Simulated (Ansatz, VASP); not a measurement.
## Au in VASP and in Ansatz

File INCAR:

```
PREC = Accurate
ENCUT = 520
EDIFF = 1E-6
ISMEAR = 0
SIGMA = 0.15
LREAL = F
LASPH = T
NELM = 100
ALGO = Fast
ISIF = 2
LWAVE = F
LCHARG = F
GGA = PS
NBANDS = 18
```

The input KPOINTS:

```
Automatic mesh
0
Gamma
  24 24 14
```

File POSCAR:

```
Au
1.0
    2.9459418442      0.0000000000      0.0000000000
   -1.4729709221      2.5512604752      0.0000000000
    0.0000000000      0.0000000000      4.5315467725
Au
2
Direct
    0.3333333333      0.6666666667      0.7500000000
    0.6666666667      0.3333333333      0.2500000000
```

Input for Ansatz:

```yaml
crystal:
  lattice:
    - [2.9459418442, 0.0, 0.0]
    - [-1.4729709221, 2.5512604752, 0.0]
    - [0.0, 0.0, 4.5315467725]
  atoms:
    - { symbol: Au, position: [0.3333333333, 0.6666666667, 0.75] }
    - { symbol: Au, position: [0.6666666667, 0.3333333333, 0.25] }
basis:
  ecutwfc: 420
kpoints:
  mp_grid: { grid: [24, 24, 14] }
hamiltonian:
  xc: pbesol
scf:
  occupations: { method: gaussian, width: 0.15 }
output:
  forces: true
  stress: true
  eigenvalues: true
  write_density: true
  write_potential: true
  elf: true
  volumetric_format: npy
```

Alike in both runs: task single point; functional PBEsol; k mesh 24 × 24 × 14; occupations gaussian, width 0.15 eV; no spin polarisation.

|  | VASP | Ansatz |
| --- | --- | --- |
| version | VASP 6.6.1 | Ansatz 0.2.0 |
| potentials or method | VASP PAW PBE potentials, release 64 (Au), cutoff 520 eV | scalar-relativistic, plane waves, PAW |
| valence electrons in the cell | 22 | 38 |

|  | VASP | Ansatz | Ansatz less VASP |
| --- | --- | --- | --- |
| gap on the k mesh at the Fermi level (eV) | none | none | - |
| pressure (GPa) | 0.7 | 1.0 | +0.22 |
| traceless stress, the component that is largest in VASP (GPa) | 5.26 | 5.30 | +0.039 |

VASP's potentials were made for PBE, not for PBEsol. A gap of «none» marks a metal or a gap that the smearing closes. With one functional, cell and mesh, what is left measures potentials, basis and numerics. VASP's potentials hold 22 valence electrons a cell and Ansatz's 38, so a difference there can come from the potentials and not from the codes.

Spin-orbit coupling is off throughout.
